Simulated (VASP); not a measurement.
# Al3Si2I (P-6m2) in VASP: further runs

The runs below take Al3Si2I through single point, with PBE.

Program: VASP 6.6.1. These are calculated values, not measurements. Logs are shortened: lines on timing, memory, paths and dates and some standing lists are left out, and cuts for length are marked.

## (1) The cell of the first run

It takes space group P-6m2 (No. 187, hexagonal). The conventional cell has a = 4.521 Å, b = 4.521 Å, c = 7.924 Å, α = 90.00°, β = 90.00°, γ = 120.00°. Within 3.8 Å of Al (site symmetry 3m) lie 6 Si at 2.62 to 3.77 Å and 4 Al at 2.94 to 3.61 Å and 3 I at 3.61 Å. Within 3.4 Å of Al (site symmetry -6m2) lie 3 I at 2.61 Å and 2 Si at 2.71 Å. Within 3.3 Å of Si (site symmetry 3m) lie 1 Si at 2.51 Å and 4 Al at 2.62 to 2.71 Å. I (site symmetry -6m2) has 3 Al at 2.61 Å within 3.4 Å.

The cell was generated, and may not be a known phase.

## (2) Single point, PBE

INCAR

```
PREC = Accurate
ENCUT = 500
EDIFF = 1E-6
ISMEAR = 0
SIGMA = 0.15
LREAL = F
LASPH = T
NELM = 120
ALGO = Normal
ISIF = 2
LWAVE = F
LCHARG = T
GGA = PE
LELF = T
LVHAR = T
NBANDS = 21
GGA_COMPAT = F
```

KPOINTS

```
Automatic mesh
0
Gamma
  3 3 2
```

POSCAR

```
Al3Si2I
1.0
    4.5209803007      0.0000000000      0.0000000000
   -2.2604901503      3.9152837904      0.0000000000
    0.0000000000      0.0000000000      7.9236621535
Al Si I
3 2 1
Direct
    0.0000000000      0.0000000000      0.6854106241
    0.0000000000      0.0000000000      0.3145893759
    0.6666666667      0.3333333333      0.0000000000
    0.6666666667      0.3333333333      0.6584473340
    0.6666666667      0.3333333333      0.3415526660
    0.3333333333      0.6666666667      0.0000000000
```

Potentials or basis: VASP PAW PBE potentials, release 64 (Al, Si, I).

Command:

```bash
$ cat potpaw_PBE.64/Al/POTCAR potpaw_PBE.64/Si/POTCAR potpaw_PBE.64/I/POTCAR > POTCAR
$ mpirun -np 1 vasp_std > vasp.out
```

OUTCAR:

```text
PREC = Accurate
   ENCUT = 500
   EDIFF = 1E-6
   ISMEAR = 0
   LREAL = F
   LASPH = T
   NELM = 120
   ISIF = 2
   GGA = PE

 ion  position               nearest neighbor table
   1  0.000  0.000  0.685-   4 2.62   4 2.62   4 2.62   2 2.94
   2  0.000  0.000  0.315-   5 2.62   5 2.62   5 2.62   1 2.94
   3  0.667  0.333  0.000-   6 2.61   6 2.61   6 2.61   4 2.71   5 2.71
   4  0.667  0.333  0.658-   5 2.51   1 2.62   1 2.62   1 2.62   3 2.71
   5  0.667  0.333  0.342-   4 2.51   2 2.62   2 2.62   2 2.62   3 2.71
   6  0.333  0.667  0.000-   3 2.61   3 2.61   3 2.61

  LATTYP: Found a hexagonal cell.
 ALAT       =     4.5209803007
 C/A-ratio  =     1.7526424860

  Lattice vectors:

 A1 = (   4.5209803007,   0.0000000000,   0.0000000000)
 A2 = (  -2.2604901503,   3.9152837904,   0.0000000000)
 A3 = (   0.0000000000,   0.0000000000,   7.9236621535)

Analysis of symmetry for initial positions (statically):
=====================================================================
 Subroutine PRICEL returns:
 Original cell was already a primitive cell.

 Routine SETGRP: Setting up the symmetry group for a
 hexagonal supercell.

 Subroutine GETGRP returns: Found 12 space group operations
 (whereof 12 operations were pure point group operations)
 out of a pool of 24 trial point group operations.

The static configuration has the point symmetry D_3h.

Analysis of symmetry for dynamics (positions and initial velocities):
=====================================================================
 Subroutine PRICEL returns:
 Original cell was already a primitive cell.

 Routine SETGRP: Setting up the symmetry group for a
 hexagonal supercell.

 Subroutine GETGRP returns: Found 12 space group operations
 (whereof 12 operations were pure point group operations)
 out of a pool of 24 trial point group operations.

The dynamic configuration has the point symmetry D_3h.

 Subroutine INISYM returns: Found 12 space group operations
 (whereof 12 operations are pure point group operations),
 and found     1 'primitive' translations

----------------------------------------------------------------------------------------

                                     Primitive cell

  volume of cell :     140.2561

  direct lattice vectors                    reciprocal lattice vectors
     4.520980301  0.000000000  0.000000000     0.221190966  0.127704664  0.000000000
    -2.260490150  3.915283790  0.000000000     0.000000000  0.255409328  0.000000000
     0.000000000  0.000000000  7.923662153     0.000000000  0.000000000  0.126204270

  length of vectors
     4.520980301  4.520980301  7.923662153     0.255409328  0.255409328  0.126204270

  position of ions in fractional coordinates (direct lattice)
     0.000000000  0.000000000  0.685410624
     0.000000000  0.000000000  0.314589376
     0.666666667  0.333333333  0.000000000
     0.666666667  0.333333333  0.658447334
     0.666666667  0.333333333  0.341552666
     0.333333333  0.666666667  0.000000000

  ion indices of the primitive-cell ions
   primitive index   ion index
                 1           1
                 2           2
                 3           3
                 4           4
                 5           5
                 6           6

----------------------------------------------------------------------------------------

 KPOINTS: Automatic mesh

Automatic generation of k-mesh.
 Grid dimensions read from file:
 generate k-points for:    3    3    2

 Generating k-lattice:

  Cartesian coordinates                     Fractional coordinates (reciprocal lattice)
     0.073730322  0.042568221  0.000000000     0.333333333  0.000000000  0.000000000
     0.000000000  0.085136443  0.000000000     0.000000000  0.333333333  0.000000000
     0.000000000  0.000000000  0.063102135     0.000000000  0.000000000  0.500000000

  Length of vectors
     0.085136443  0.085136443  0.063102135

  Shift w.r.t. Gamma in fractional coordinates (k-lattice)
     0.000000000  0.000000000  0.000000000

 Subroutine IBZKPT returns following result:
 ===========================================

 Found      6 irreducible k-points:

 Following reciprocal coordinates:
            Coordinates               Weight
  0.000000  0.000000  0.000000      1.000000
  0.333333 -0.000000  0.000000      6.000000
  0.333333  0.333333  0.000000      2.000000
  0.000000  0.000000  0.500000      1.000000
  0.333333 -0.000000  0.500000      6.000000
  0.333333  0.333333  0.500000      2.000000
   k-points           NKPTS =      6   k-points in BZ     NKDIM =      6   number of bands    NBANDS=     21
   number of dos      NEDOS =    301   number of ions     NIONS =      6
   total plane-waves  NPLWV =  77760
   dimension x,y,z NGX =    36 NGY =   36 NGZ =   60
   dimension x,y,z NGXF=    72 NGYF=   72 NGZF=  120
   ions per type =               3   2   1
   NGX,Y,Z   is equivalent  to a cutoff of  13.24, 13.24, 12.59 a.u.
   NGXF,Y,Z  is equivalent  to a cutoff of  26.48, 26.48, 25.18 a.u.
 SYSTEM =  unknown system
   PREC   = accura    normal or accurate (medium, high low for compatibility)
   ISTART =      0    job   : 0-new  1-cont  2-samecut
   ICHARG =      2    charge: 1-file 2-atom 10-const
   ISPIN  =      1    spin polarized calculation?
   LNONCOLLINEAR =      F non collinear calculations
   LSORBIT =      F    spin-orbit coupling
   LASPH  =      T    aspherical Exc in radial PAW
   ENCUT  =  500.0 eV  36.75 Ry    6.06 a.u.   8.24  8.24 14.45*2*pi/ulx,y,z
   NELM   =    120;   NELMIN=  2; NELMDL= -5     # of ELM steps
   EDIFF  = 0.1E-05   stopping-criterion for ELM
   LREAL  =      F    real-space projection
   EDIFFG = 0.1E-04   stopping-criterion for IOM
   NSW    =      0    number of steps for IOM
   IBRION =     -1    ionic relax: 0-MD 1-quasi-New 2-CG
   NFREE  =      0    steps in history (QN), initial steepest desc. (CG)
   ISIF   =      2    stress and relaxation
   ISYM   =      2    0-nonsym 1-usesym 2-fastsym
   POTIM  = 0.5000    time-step for ionic-motion
   TEBEG  =    0.0;   TEEND  =   0.0 temperature during run
   PSTRESS=    0.0 pullay stress
   NELECT =      24.0000    total number of electrons
   NUPDOWN=      -1.0000    fix difference up-down
   EMIN   =  10.00;   EMAX   =-10.00  energy-range for DOS
   EFERMI =   0.00;   METHOD = LEGACY
   ISMEAR =     0;   SIGMA  =   0.15  broadening in eV -4-tet -1-fermi 0-gaus
   EFERMI_NEDOS =   21; number of points for ismear=-14 and -15
   IALGO  =     38    algorithm
   IMIX   =      4    mixing-type and parameters
     AMIX     =   0.40;   BMIX     =  1.00
     AMIX_MAG =   1.60;   BMIX_MAG =  1.00
  volume/ion in A,a.u.               =      23.38       157.75
  Fermi-wavevector in a.u.,A,eV,Ry     =   0.908876  1.717527 11.239169  0.826056
  Thomas-Fermi vector in A             =   2.032854
   LORBIT       =      0    0 simple, 1 ext, 2 COOP (PROOUT), +10 PAW based schemes
   GGA     = PE    functional components
   LHFCALC =     F    Hartree Fock is set to
   AEXX    =    0.0000 exact exchange contribution
   IVDW    =     0    specifies the selected vdW correction
   LEPSILON=     F    determine dielectric tensor
   LRPA    =     F    only Hartree local field effects (RPA)
 non-spin polarized calculation
 Gauss-broadening in eV      SIGMA  =   0.15
  energy-cutoff  :      500.00
  volume of cell :      140.26
 maximum number of plane-waves:      3582
 NGX is ok and might be reduce to    36
   NGX = 17   NGY = 17   NGZ = 29

 number of electron      24.0000000 magnetization

 Free energy of the ion-electron system (eV)
  ---------------------------------------------------
  ext. energy  EPLUGINS =         0.00000000
  ---------------------------------------------------
  free energy    TOTEN  =       -20.85057193 eV

  energy without entropy =      -20.84288290  energy(sigma->0) =      -20.84672742

 E-fermi :   5.9536     XC(G=0):  -9.1515

 val. band max:        5.7798159205   @ k =   0.0000   0.0000   0.0000
 cond. band min:       6.1749562619   @ k =   0.3333  -0.0000   0.0000
 fundamental gap:      0.3951403414
 Fermi energy:         5.9535581613

 k-point     1 :       0.0000    0.0000    0.0000
  band No.  band energies     occupation
      1      -9.4491      2.00000
      2      -3.7491      2.00000
      3      -2.5020      2.00000
      4       0.7591      2.00000
      5       0.7591      2.00000
      6       1.4803      2.00000
[... 13 lines left out ...]
     20       8.5051      0.00000
     21       8.9762      0.00000

 k-point     2 :       0.3333   -0.0000    0.0000
  band No.  band energies     occupation
      1      -9.1289      2.00000
      2      -3.3964      2.00000
      3      -1.6381      2.00000
      4      -1.4815      2.00000
      5       0.1979      2.00000
      6       0.7425      2.00000
[... 13 lines left out ...]
     20      10.9730      0.00000
     21      11.1305      0.00000

 k-point     3 :       0.3333    0.3333    0.0000
  band No.  band energies     occupation
      1      -8.9456      2.00000
      2      -3.2190      2.00000
      3      -1.3858      2.00000
      4      -1.3472      2.00000
      5      -0.7610      2.00000
      6       0.5656      2.00000
[... 13 lines left out ...]
     20      10.8985      0.00000
     21      11.0360      0.00000

 k-point     4 :       0.0000    0.0000    0.5000
  band No.  band energies     occupation
      1      -9.4459      2.00000
      2      -4.0136      2.00000
      3      -1.7850      2.00000
      4       0.2812      2.00000
      5       0.7623      2.00000
      6       0.7623      2.00000
[... 13 lines left out ...]
     20       9.6730      0.00000
     21      10.1250      0.00000

 k-point     5 :       0.3333   -0.0000    0.5000
  band No.  band energies     occupation
      1      -9.1275      2.00000
      2      -3.2731      2.00000
      3      -2.5066      2.00000
      4       0.0615      2.00000
      5       0.2112      2.00000
      6       0.3144      2.00000
[... 13 lines left out ...]
     20      10.3902      0.00000
     21      10.7660      0.00000

 k-point     6 :       0.3333    0.3333    0.5000
  band No.  band energies     occupation
      1      -8.9453      2.00000
      2      -2.7152      2.00000
      3      -2.6439      2.00000
      4      -1.1690      2.00000
      5      -0.1589      2.00000
      6       0.7291      2.00000
[... 13 lines left out ...]
     20      11.1046      0.00000
     21      11.7068      0.00000

------------------------ aborting loop because EDIFF is reached ----------------------------------------

  FORCE on cell =-STRESS in cart. coord.  units (eV):
  Direction    XX          YY          ZZ          XY          YZ          ZX
  --------------------------------------------------------------------------------------
  -------------------------------------------------------------------------------------
  Total        0.2276457      0.2276457      0.5070795      0.0000000     -0.0000000     -0.0000000
  in kB        2.6004478      2.6004478      5.7924837      0.0000000     -0.0000000     -0.0000000
  external PRESSURE =       3.6644598 kB  Pullay stress =       0.0000000 kB

 VOLUME and BASIS-vectors are now :
 -----------------------------------------------------------------------------
  energy-cutoff  :      500.00
  volume of cell :      140.26
      direct lattice vectors                 reciprocal lattice vectors
     4.520980301  0.000000000  0.000000000     0.221190966  0.127704664  0.000000000
    -2.260490150  3.915283790  0.000000000     0.000000000  0.255409328  0.000000000
     0.000000000  0.000000000  7.923662153     0.000000000  0.000000000  0.126204270

 POSITION                                       TOTAL-FORCE (eV/Angst)
 -----------------------------------------------------------------------------------
      0.00000      0.00000      5.43096         0.000000     -0.000000     -0.043287
      0.00000      0.00000      2.49270         0.000000     -0.000000      0.043287
      2.26049      1.30509      0.00000         0.000000     -0.000000      0.000000
      2.26049      1.30509      5.21731         0.000000      0.000000      0.003705
      2.26049      1.30509      2.70635        -0.000000      0.000000     -0.003705
     -0.00000      2.61019      0.00000        -0.000000     -0.000000      0.000000
 -----------------------------------------------------------------------------------
    total drift:                                0.000000     -0.000000     -0.000000

  FREE ENERGIE OF THE ION-ELECTRON SYSTEM (eV)
  ---------------------------------------------------
  free  energy   TOTEN  =       -20.8505719319 eV

  energy  without entropy=      -20.8428828989  energy(sigma->0) =      -20.84672742
```

Run time: 37 s. Hardware: 1 thread of Intel Xeon 8259CL, shared host; peak memory 0.25 GiB.

Results:

* Free energy: -20.8506 eV
* Pressure: 0.4 GPa
* Largest force: 0.043 eV/Å
* Band gap on the k mesh: zero (bands 12 and 13 overlap by 1.08 eV)

Forces on the atoms (eV/Å):
```
Al   0.000  0.000 -0.043
Al   0.000  0.000  0.043
Al   0.000  0.000  0.000
Si   0.000  0.000  0.004
Si   0.000  0.000 -0.004
I    0.000  0.000  0.000
```

Stress tensor (GPa, compression positive):
```
0.26 0.00 0.00
0.00 0.26 0.00
0.00 0.00 0.58
```

Levels at points of the mesh, in eV from the Fermi level:
| k point | band 8 | band 9 | band 10 | band 11 | band 12 | band 13 | band 14 | band 15 | band 16 | band 17 |
| --- | --- | --- | --- | --- | --- | --- | --- | --- | --- | --- |
| (0.00, 0.00, 0.00) | -1.81 | -1.74 | -1.74 | -0.18 | -0.18 | -0.17 | 0.27 | 1.07 | 1.07 | 1.78 |
| (0.00, 0.00, 0.50) | -1.64 | -1.59 | -1.59 | -1.31 | -0.75 | -0.75 | 0.32 | 1.96 | 1.96 | 2.05 |

Caveat: the k points lie up to 0.53 Å⁻¹ apart, too coarse for converged energies and pressures of a metal; spin-orbit coupling is left out, which moves the levels of the heavy elements.

## (3) Single point, PBE

This run uses another cell than the first one, of 24.66 Å³/atom.

INCAR

```
ALGO = Normal
EDIFF = 1E-6
ENCUT = 500
GGA = PE
GGA_COMPAT = False
ISIF = 2
ISMEAR = 0
LASPH = True
LCHARG = False
LREAL = False
LWAVE = False
NBANDS = 21
NELM = 120
PREC = Accurate
SIGMA = 0.15
```

KPOINTS

```
k-points
0
Gamma
  3 3 2
```

POSCAR

```
Al3Si2I
1.0
    4.5309758880      0.0000000032      0.0000000000
   -2.2654879467      3.9239402214      0.0000000000
    0.0000000000      0.0000000000      8.3213987014
Al Si I
3 2 1
Direct
    0.6666666667      0.3333333333      0.5000000000
    0.0000000000      0.0000000000      0.0000000000
    0.0000000000      0.0000000000      0.5000000000
    0.3333333333      0.6666666667      0.3515565378
    0.3333333333      0.6666666667      0.6484434622
    0.6666666667      0.3333333333      0.0000000000
```

Potentials or basis: VASP PAW PBE potentials, release 64 (Al, Si, I).

Command:

```bash
$ cat potpaw_PBE.64/Al/POTCAR potpaw_PBE.64/Si/POTCAR potpaw_PBE.64/I/POTCAR > POTCAR
$ mpirun -np 1 vasp_std > vasp.out
```

OUTCAR:

```text
EDIFF = 1E-6
   ENCUT = 500
   GGA = PE
   ISIF = 2
   ISMEAR = 0
   LASPH = True
   LREAL = False
   NELM = 120
   PREC = Accurate

 ion  position               nearest neighbor table
   1  0.667  0.333  0.500-   3 2.62   3 2.62   3 2.62   5 2.89   4 2.89   5 2.89   4 2.89   5 2.89
                             4 2.89
   2  0.000  0.000  0.000-   6 2.62   6 2.62   6 2.62
   3  0.000  0.000  0.500-   1 2.62   1 2.62   1 2.62   5 2.89   4 2.89   4 2.89   5 2.89   4 2.89
[... 335 lines left out ...]
  -------------------------------------------------------------------------------------
  Total        0.5263339      0.5263339      0.4098405      0.0000000      0.0000000      0.0000000
  in kB        5.6998243      5.6998243      4.4382828      0.0000000      0.0000000      0.0000000
  external PRESSURE =       5.2793105 kB  Pullay stress =       0.0000000 kB

 VOLUME and BASIS-vectors are now :
 -----------------------------------------------------------------------------
  energy-cutoff  :      500.00
  volume of cell :      147.95
      direct lattice vectors                 reciprocal lattice vectors
     4.530975888  0.000000003  0.000000000     0.220703006  0.127422940  0.000000000
    -2.265487947  3.923940221  0.000000000    -0.000000000  0.254845880  0.000000000
     0.000000000  0.000000000  8.321398701     0.000000000  0.000000000  0.120172105

 POSITION                                       TOTAL-FORCE (eV/Angst)
 -----------------------------------------------------------------------------------
      2.26549      1.30798      4.16070        -0.000000     -0.000000      0.000000
      0.00000      0.00000      0.00000        -0.000000     -0.000000      0.000000
      0.00000      0.00000      4.16070        -0.000000     -0.000000      0.000000
     -0.00000      2.61596      2.92544         0.000000     -0.000000      0.078705
     -0.00000      2.61596      5.39596         0.000000     -0.000000     -0.078705
      2.26549      1.30798      0.00000        -0.000000      0.000000      0.000000
 -----------------------------------------------------------------------------------
    total drift:                               -0.000000      0.000000      0.000000

  FREE ENERGIE OF THE ION-ELECTRON SYSTEM (eV)
  ---------------------------------------------------
  free  energy   TOTEN  =       -20.6741881571 eV

  energy  without entropy=      -20.6523340807  energy(sigma->0) =      -20.66326112
```

OSZICAR:

```text
N       E                     dE             d eps       ncg     rms          rms(c)
DAV:   1     0.575292620780E+02    0.57529E+02   -0.84968E+03   252   0.871E+02
DAV:   2    -0.169298278230E+02   -0.74459E+02   -0.72290E+02   330   0.132E+02
DAV:   3    -0.213635685110E+02   -0.44337E+01   -0.43917E+01   328   0.300E+01
DAV:   4    -0.214522765914E+02   -0.88708E-01   -0.88580E-01   329   0.490E+00
DAV:   5    -0.214534270125E+02   -0.11504E-02   -0.11503E-02   331   0.531E-01    0.897E+00
DAV:   6    -0.207260254948E+02    0.72740E+00   -0.59755E+00   285   0.541E+00    0.779E+00
DAV:   7    -0.206909189361E+02    0.35107E-01   -0.35294E-01   282   0.212E+00    0.525E+00
DAV:   8    -0.206802271810E+02    0.10692E-01   -0.10005E-01   290   0.129E+00    0.663E-01
DAV:   9    -0.206743179722E+02    0.59092E-02   -0.18116E-02   277   0.587E-01    0.246E-01
DAV:  10    -0.206741820140E+02    0.13596E-03   -0.24134E-03   292   0.188E-01    0.129E-01
DAV:  11    -0.206741876124E+02   -0.55984E-05   -0.18420E-04   300   0.619E-02    0.358E-02
DAV:  12    -0.206741894673E+02   -0.18549E-05   -0.34014E-05   310   0.247E-02    0.833E-03
DAV:  13    -0.206741881426E+02    0.13247E-05   -0.41001E-06   302   0.963E-03    0.480E-03
DAV:  14    -0.206741881571E+02   -0.14525E-07   -0.79387E-07   161   0.398E-03
   1 F= -.20674188E+02 E0= -.20663261E+02  d E =-.218541E-01
```

It took 32 s on 1 thread of Intel Xeon 8259CL, shared host; peak memory 0.27 GiB.

What came out:

* Free energy: -20.6742 eV
* Pressure: 0.5 GPa
* Largest force: 0.079 eV/Å
* Band gap on the k mesh: zero (bands 12 and 13 overlap by 2.07 eV)

Forces on the atoms (eV/Å):
```
Al   0.000  0.000  0.000
Al   0.000  0.000  0.000
Al   0.000  0.000  0.000
Si   0.000  0.000  0.079
Si   0.000  0.000 -0.079
I    0.000  0.000  0.000
```

Caveat: the k points lie up to 0.53 Å⁻¹ apart, too coarse for converged energies and pressures of a metal; spin-orbit coupling is left out, which moves the levels of the heavy elements.

The gap in the log of VASP goes by the Fermi energy; the results here count the filled bands.